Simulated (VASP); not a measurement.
# Cr in VASP: notebook

The runs below take Cr through single point, with revPBE.

All numbers are computed with VASP 6.6.1; they aren't measurements. Logs are shortened: lines on timing, memory, paths and dates and some standing lists are left out, and cuts for length are marked.

### Step 1. The cell of the first run

The structure is orthorhombic, space group Fddd (No. 70). Conventional cell: a = 2.403 Å, b = 4.921 Å, c = 8.088 Å, α = 90.00°, β = 90.00°, γ = 90.00°. Within 3.2 Å of Cr (site symmetry 222) lie 14 Cr at 2.40 to 2.97 Å.

### Step 2. Single point, revPBE

Contents of INCAR:

```
  PREC = Accurate
  ENCUT = 520
  EDIFF = 1E-7
  ISMEAR = -1
  SIGMA = 0.1
  LREAL = False
  LASPH = True
  NELM = 80
  ALGO = Normal
  ISIF = 2
  LWAVE = False
  LCHARG = False
  GGA = RE
  NBANDS = 19
```

Contents of KPOINTS:

```
Automatic mesh
0
Gamma
  24 24 13
```

Contents of POSCAR:

```
Cr
1.0
   -1.7396751996      1.7396565127      1.2014174354
    1.7396565127     -1.7396751996      1.2014174354
    2.8594684801      2.8594684801     -1.2014516605
Cr
2
Direct
    0.9999978512      0.0000021488      1.0000000000
    0.7500021488      0.2499978512      0.5000000000
```

Potentials or basis: VASP PAW PBE potentials, release 64 (Cr_pv).

On the command line:

```sh
$ cat potpaw_PBE.64/Cr_pv/POTCAR > POTCAR
$ mpirun -np 1 vasp_std > vasp.out
```

OUTCAR:

```text
PREC = Accurate
   ENCUT = 520
   EDIFF = 1E-7
   ISMEAR = -1
   LREAL = False
   LASPH = True
   NELM = 80
   ISIF = 2
   GGA = RE

 ion  position               nearest neighbor table
   1  1.000  0.000  0.000-   2 2.44   2 2.44   2 2.44   2 2.44   2 2.97   2 2.97   2 2.97   2 2.97

   2  0.750  0.250  0.500-   1 2.44   1 2.44   1 2.44   1 2.44   1 2.97   1 2.97   1 2.97   1 2.97

  Warning from LATTYP: Got some problem with cell dimensions!
  Tried to take original basis but could not verify dimensions!
  LATTYP: Found a base centered monoclinic cell.
 ALAT       =     2.4028348709
 B/A-ratio  =     2.0477970230
 C/A-ratio  =     1.7556585380
 COS(beta)  =    -0.2847747644

  Lattice vectors:

 A1 = (   1.7396751996,  -1.7396565127,  -1.2014174354)
 A2 = (  -1.7396565127,   1.7396751996,  -1.2014174354)
 A3 = (   2.8594497932,   2.8594497932,   1.2013832103)

Analysis of symmetry for initial positions (statically):
=====================================================================
 Subroutine PRICEL returns:
 Original cell was already a primitive cell.

 Routine SETGRP: Setting up the symmetry group for a
 base centered monoclinic supercell.

 Subroutine GETGRP returns: Found  4 space group operations
 (whereof  2 operations were pure point group operations)
 out of a pool of  4 trial point group operations.

The static configuration has the point symmetry C_2 .
 The point group associated with its full space group is C_2h.

Analysis of symmetry for dynamics (positions and initial velocities):
=====================================================================
 Subroutine PRICEL returns:
 Original cell was already a primitive cell.

 Routine SETGRP: Setting up the symmetry group for a
 base centered monoclinic supercell.

 Subroutine GETGRP returns: Found  4 space group operations
 (whereof  2 operations were pure point group operations)
 out of a pool of  4 trial point group operations.

The dynamic configuration has the point symmetry C_2 .
 The point group associated with its full space group is C_2h.

 Subroutine INISYM returns: Found  4 space group operations
 (whereof  2 operations are pure point group operations),
 and found     1 'primitive' translations

----------------------------------------------------------------------------------------

                                     Primitive cell

  volume of cell :      23.9058

  direct lattice vectors                    reciprocal lattice vectors
    -1.739675200  1.739656513  1.201417435    -0.056274146  0.231137370  0.416176442
     1.739656513 -1.739675200  1.201417435     0.231137370 -0.056274146  0.416176442
     2.859468480  2.859468480 -1.201451661     0.174858243  0.174858243  0.000002720

  length of vectors
     2.737933242  2.737933242  4.218602383     0.479368433  0.479368433  0.247286899

  position of ions in fractional coordinates (direct lattice)
     0.999997851  0.000002149  0.000000000
     0.750002149  0.249997851  0.500000000

  ion indices of the primitive-cell ions
   primitive index   ion index
                 1           1
                 2           2

----------------------------------------------------------------------------------------

 KPOINTS: Automatic mesh

Automatic generation of k-mesh.
 Grid dimensions read from file:
 generate k-points for:   24   24   13

 Generating k-lattice:

  Cartesian coordinates                     Fractional coordinates (reciprocal lattice)
    -0.002344756  0.009630724  0.017340685     0.041666667  0.000000000 -0.000000000
     0.009630724 -0.002344756  0.017340685     0.000000000  0.041666667 -0.000000000
     0.013450634  0.013450634  0.000000209     0.000000000  0.000000000  0.076923077

  Length of vectors
     0.019973685  0.019973685  0.019022069

  Shift w.r.t. Gamma in fractional coordinates (k-lattice)
     0.000000000  0.000000000  0.000000000

 Subroutine IBZKPT returns following result:
 ===========================================

 Found   1957 irreducible k-points:

 Following reciprocal coordinates:
            Coordinates               Weight
  0.000000  0.000000  0.000000      1.000000
  0.041667  0.000000 -0.000000      4.000000
  0.083333  0.000000 -0.000000      4.000000
  0.125000  0.000000 -0.000000      4.000000
  0.166667  0.000000  0.000000      4.000000
  0.208333  0.000000  0.000000      4.000000
[... 16 lines left out ...]
  0.416667  0.041667 -0.000000      4.000000
  0.458333  0.041667 -0.000000      4.000000
 [... further k-points ...]
   k-points           NKPTS =   1957   k-points in BZ     NKDIM =   1957   number of bands    NBANDS=     19
   number of dos      NEDOS =    301   number of ions     NIONS =      2
   total plane-waves  NPLWV =  12800
   dimension x,y,z NGX =    20 NGY =   20 NGZ =   32
   dimension x,y,z NGXF=    40 NGYF=   40 NGZF=   64
   ions per type =               2
   NGX,Y,Z   is equivalent  to a cutoff of  12.14, 12.14, 12.61 a.u.
   NGXF,Y,Z  is equivalent  to a cutoff of  24.29, 24.29, 25.22 a.u.
 SYSTEM =  unknown system
   PREC   = accura    normal or accurate (medium, high low for compatibility)
   ISTART =      0    job   : 0-new  1-cont  2-samecut
   ICHARG =      2    charge: 1-file 2-atom 10-const
   ISPIN  =      1    spin polarized calculation?
   LNONCOLLINEAR =      F non collinear calculations
   LSORBIT =      F    spin-orbit coupling
   LASPH  =      T    aspherical Exc in radial PAW
   ENCUT  =  520.0 eV  38.22 Ry    6.18 a.u.   5.09  5.09  7.84*2*pi/ulx,y,z
   NELM   =     80;   NELMIN=  2; NELMDL= -5     # of ELM steps
   EDIFF  = 0.1E-06   stopping-criterion for ELM
   LREAL  =      F    real-space projection
   EDIFFG = 0.1E-05   stopping-criterion for IOM
   NSW    =      0    number of steps for IOM
   IBRION =     -1    ionic relax: 0-MD 1-quasi-New 2-CG
   NFREE  =      0    steps in history (QN), initial steepest desc. (CG)
   ISIF   =      2    stress and relaxation
   ISYM   =      2    0-nonsym 1-usesym 2-fastsym
   POTIM  = 0.5000    time-step for ionic-motion
   TEBEG  =    0.0;   TEEND  =   0.0 temperature during run
   PSTRESS=    0.0 pullay stress
   NELECT =      24.0000    total number of electrons
   NUPDOWN=      -1.0000    fix difference up-down
   EMIN   =  10.00;   EMAX   =-10.00  energy-range for DOS
   EFERMI =   0.00;   METHOD = LEGACY
   ISMEAR =    -1;   SIGMA  =   0.10  broadening in eV -4-tet -1-fermi 0-gaus
   EFERMI_NEDOS =   21; number of points for ismear=-14 and -15
   IALGO  =     38    algorithm
   IMIX   =      4    mixing-type and parameters
     AMIX     =   0.40;   BMIX     =  1.00
     AMIX_MAG =   1.60;   BMIX_MAG =  1.00
  volume/ion in A,a.u.               =      11.95        80.66
  Fermi-wavevector in a.u.,A,eV,Ry     =   1.639246  3.097725 36.560571  2.687126
  Thomas-Fermi vector in A             =   2.730083
   LORBIT       =      0    0 simple, 1 ext, 2 COOP (PROOUT), +10 PAW based schemes
   GGA     = RE    functional components
   LHFCALC =     F    Hartree Fock is set to
   AEXX    =    0.0000 exact exchange contribution
   IVDW    =     0    specifies the selected vdW correction
   LEPSILON=     F    determine dielectric tensor
   LRPA    =     F    only Hartree local field effects (RPA)
 non-spin polarized calculation
  energy-cutoff  :      520.00
  volume of cell :       23.91
 maximum number of plane-waves:       663
   NGX = 11   NGY = 11   NGZ = 15

 number of electron      24.0000002 magnetization

 Free energy of the ion-electron system (eV)
  ---------------------------------------------------
  ext. energy  EPLUGINS =         0.00000000
  ---------------------------------------------------
  free energy    TOTEN  =       -17.84873378 eV

  energy without entropy =      -17.78880860  energy(sigma->0) =      -17.81877119

 E-fermi :  10.4347     XC(G=0): -13.3706

 val. band max:       10.4345627648   @ k =   0.4583   0.0417   0.1538
 cond. band min:      10.4349546244   @ k =   0.0833   0.0000   0.0769
 fundamental gap:      0.0003918595
 Fermi energy:        10.4347187880

 k-point     1 :       0.0000    0.0000    0.0000
  band No.  band energies     occupation
      1     -33.0300      2.00000
      2     -32.4909      2.00000
      3     -32.2467      2.00000
      4     -32.1552      2.00000
      5     -32.1505      2.00000
      6     -32.0789      2.00000
[... 11 lines left out ...]
     18      13.0093      0.00000
     19      17.8124      0.00000

 k-point     2 :       0.0417    0.0000   -0.0000
  band No.  band energies     occupation
      1     -33.0247      2.00000
      2     -32.4921      2.00000
      3     -32.2494      2.00000
      4     -32.1687      2.00000
      5     -32.1650      2.00000
      6     -32.0797      2.00000
[... 11 lines left out ...]
     18      13.1251      0.00000
     19      17.8147      0.00000

 k-point     3 :       0.0833    0.0000   -0.0000
  band No.  band energies     occupation
      1     -33.0093      2.00000
      2     -32.4957      2.00000
      3     -32.2598      2.00000
      4     -32.2076      2.00000
      5     -32.2051      2.00000
      6     -32.0827      2.00000
[... 11 lines left out ...]
     18      13.6592      0.00000
     19      17.8039      0.00000

 k-point     4 :       0.1250    0.0000   -0.0000
  band No.  band energies     occupation
      1     -32.9849      2.00000
      2     -32.5020      2.00000
      3     -32.2977      2.00000
      4     -32.2702      2.00000
      5     -32.2448      2.00000
      6     -32.0883      2.00000
[... 11 lines left out ...]
     18      14.3853      0.00000
     19      17.8057      0.00000

 k-point     5 :       0.1667    0.0000    0.0000
  band No.  band energies     occupation
      1     -32.9534      2.00000
      2     -32.5122      2.00000
      3     -32.3771      2.00000
      4     -32.3491      2.00000
      5     -32.2648      2.00000
      6     -32.0959      2.00000
[... 11 lines left out ...]
     18      15.1006      0.00000
     19      17.8079      0.00000
[... 334 lines left out ...]
      2     -32.8649      2.00000
      3     -32.7039      2.00000
      4     -32.4949      2.00000
      5     -32.3348      2.00000
      6     -32.1418      2.00000
[... 11 lines left out ...]
     18      17.0062      0.00000
     19      17.8196      0.00000

 k-point    22 :       0.3750    0.0417   -0.0000
  band No.  band energies     occupation
      1     -32.9760      2.00000
      2     -32.9108      2.00000
      3     -32.6967      2.00000
      4     -32.4867      2.00000
      5     -32.3554      2.00000
      6     -32.1538      2.00000
[... 11 lines left out ...]
     18      17.1586      0.00000
     19      17.8165      0.00000

 k-point    23 :       0.4167    0.0417   -0.0000
  band No.  band energies     occupation
      1     -33.0200      2.00000
      2     -32.9438      2.00000
      3     -32.6873      2.00000
      4     -32.4726      2.00000
      5     -32.3773      2.00000
      6     -32.1638      2.00000
[... 11 lines left out ...]
     18      17.1132      0.00000
     19      17.8075      0.00000

 k-point    24 :       0.4583    0.0417   -0.0000
  band No.  band energies     occupation
      1     -33.0380      2.00000
      2     -32.9567      2.00000
      3     -32.6821      2.00000
      4     -32.4544      2.00000
      5     -32.4008      2.00000
      6     -32.1702      2.00000
[... 11 lines left out ...]
     18      16.9276      0.00000
     19      17.8047      0.00000

 [... further k-points ...]
[... 5 lines left out ...]
  --------------------------------------------------------------------------------------
  -------------------------------------------------------------------------------------
  Total       -0.0689883     -0.0689883     -0.0473338     -0.0072698     -0.0000443     -0.0000443
  in kB       -4.6236211     -4.6236211     -3.1723270     -0.4872229     -0.0029705     -0.0029714
  external PRESSURE =      -4.1398564 kB  Pullay stress =       0.0000000 kB

 VOLUME and BASIS-vectors are now :
 -----------------------------------------------------------------------------
  energy-cutoff  :      520.00
  volume of cell :       23.91
      direct lattice vectors                 reciprocal lattice vectors
    -1.739675200  1.739656513  1.201417435    -0.056274146  0.231137370  0.416176442
     1.739656513 -1.739675200  1.201417435     0.231137370 -0.056274146  0.416176442
     2.859468480  2.859468480 -1.201451661     0.174858243  0.174858243  0.000002720

 POSITION                                       TOTAL-FORCE (eV/Angst)
 -----------------------------------------------------------------------------------
     -1.73967      1.73965      1.20142         0.000001     -0.000001     -0.000000
      0.55988      2.29957      0.60069        -0.000001      0.000001      0.000000
 -----------------------------------------------------------------------------------
    total drift:                                0.000000     -0.000000     -0.000000

  FREE ENERGIE OF THE ION-ELECTRON SYSTEM (eV)
  ---------------------------------------------------
  free  energy   TOTEN  =       -17.8487337771 eV

  energy  without entropy=      -17.7888086047  energy(sigma->0) =      -17.81877119
```

Run time: 12 min. Hardware: 1 thread of Intel Xeon 8259CL, shared host; peak memory 0.76 GiB.

What came out:

| Property | Result |
| --- | --- |
| Free energy | -17.8487 eV |
| Pressure | -0.4 GPa |
| Band gap on the k mesh | zero (bands 12 and 13 overlap by 0.90 eV) |

Stress tensor (GPa, compression positive):
```
-0.46 -0.05  0.00
-0.05 -0.46  0.00
 0.00  0.00 -0.32
```

Levels at points of the mesh, in eV from the Fermi level:
```tsv
k point	band 10	band 11	band 12	band 13	band 14	band 15
(0.00, 0.00, 0.00)	-1.48	-0.72	0.43	0.73	0.73	1.35
(0.50, 0.00, 0.00)	-1.22	-0.57	-0.01	1.30	1.65	1.93
(0.50, 0.50, 0.00)	-2.01	-1.92	-1.92	1.68	1.68	2.18
```

Caveat: the PAW data sets were made with another functional, which shifts forces and pressure a little; the run has no spin polarisation, though such a crystal can be magnetic.

### Step 3. Single point, revPBE, collinear spin, ferromagnetic start

Contents of INCAR:

```
SYSTEM = Cr
  PREC = Accurate
  ENCUT = 520
  EDIFF = 1E-6
  ISMEAR = -1
  SIGMA = 0.05
  LREAL = .False.
  LASPH = .True.
  NELM = 150
  ALGO = Normal
  ISIF = 2
  LWAVE = .False.
  LCHARG = .False.
  ISPIN = 2
  MAGMOM = 1.5 1.5
  LORBIT = 11
  LMAXMIX = 4
  GGA = RE
  NBANDS = 23
  ISYM = 0
  KPAR = 4
```

Contents of KPOINTS:

```
Automatic mesh
0
Gamma
  14 14 10
  0 0 0
```

Contents of POSCAR:

```
Cr
1.0
   -1.7405303107      1.7404145978      1.2013025804
    1.7404145978     -1.7405303107      1.2013025804
    2.8573044101      2.8573044101     -1.2015145088
Cr
2
Direct
    0.9999685044      0.0000314956      0.0000000000
    0.7500314956      0.2499685044      0.5000000000
```

Potentials or basis: VASP PAW PBE potentials, release 64 (Cr_pv).

On the command line:

```sh
$ cat potpaw_PBE.64/Cr_pv/POTCAR > POTCAR
$ mpirun -np 4 vasp_std > vasp.out
```

Wall time 6.4 min (4 MPI ranks of Oxide Virtual Turin-like, shared host); peak memory 0.71 GiB.

It converged, with:

```
Free energy                                           : -17.8289 eV
Pressure                                              : -0.5 GPa
Band gap on the k mesh                                : zero (filled and empty bands overlap)
Net moment                                            : 0.00 μB per cell
Valence electrons inside the program's atomic spheres : Cr 11.03
```

Stress tensor (GPa, compression positive):
```
-0.42 -0.13  0.00
-0.13 -0.42  0.00
 0.00  0.00 -0.55
```

Levels at points of the mesh, in eV from the Fermi level:
Spin up:
```csv
k point,band 8,band 9,band 10,band 11,band 12,band 13,band 14,band 15,band 16,band 17
"(0.00, 0.00, 0.00)",-4.00,-1.66,-1.47,-0.72,0.45,0.74,0.75,1.38,1.52,1.55
"(0.50, 0.00, 0.00)",-3.71,-3.00,-1.21,-0.56,0.00,1.32,1.66,1.94,2.36,3.96
"(0.00, 0.50, 0.00)",-3.71,-3.00,-1.21,-0.56,0.00,1.32,1.66,1.94,2.36,3.96
"(0.50, 0.50, 0.00)",-3.37,-2.00,-2.00,-1.91,-1.91,1.70,1.70,2.18,2.18,3.91
"(0.00, 0.00, 0.50)",-5.26,-1.50,-1.50,-0.97,-0.97,0.29,0.29,1.06,1.06,2.09
"(0.50, 0.00, 0.50)",-3.71,-3.01,-1.21,-0.56,0.00,1.32,1.67,1.94,2.36,3.96
"(0.00, 0.50, 0.50)",-3.71,-3.01,-1.21,-0.56,0.00,1.32,1.67,1.94,2.36,3.96
"(0.50, 0.50, 0.50)",-4.05,-2.35,-2.35,0.64,0.64,1.31,1.31,2.16,2.16,2.48
```
Spin down:
```csv
k point,band 9,band 10,band 11,band 12,band 13,band 14,band 15,band 16
"(0.00, 0.00, 0.00)",-1.66,-1.47,-0.72,0.45,0.74,0.75,1.38,1.52
"(0.50, 0.00, 0.00)",-3.00,-1.21,-0.56,0.00,1.32,1.66,1.94,2.36
"(0.00, 0.50, 0.00)",-3.00,-1.21,-0.56,0.00,1.32,1.66,1.94,2.36
"(0.50, 0.50, 0.00)",-2.00,-2.00,-1.91,-1.91,1.70,1.70,2.18,2.18
"(0.00, 0.00, 0.50)",-1.50,-1.50,-0.97,-0.97,0.29,0.29,1.06,1.06
"(0.50, 0.00, 0.50)",-3.01,-1.21,-0.56,0.00,1.32,1.67,1.94,2.36
"(0.00, 0.50, 0.50)",-3.01,-1.21,-0.56,0.00,1.32,1.67,1.94,2.36
"(0.50, 0.50, 0.50)",-2.35,-2.35,0.64,0.64,1.31,1.31,2.16,2.16
```

Caveat: an empty level that is flat over the whole mesh can mark a ghost state of the potentials, or a narrow d or f band; the moments typed at the start vanished in this run; the PAW data sets were made with another functional, which shifts forces and pressure a little.
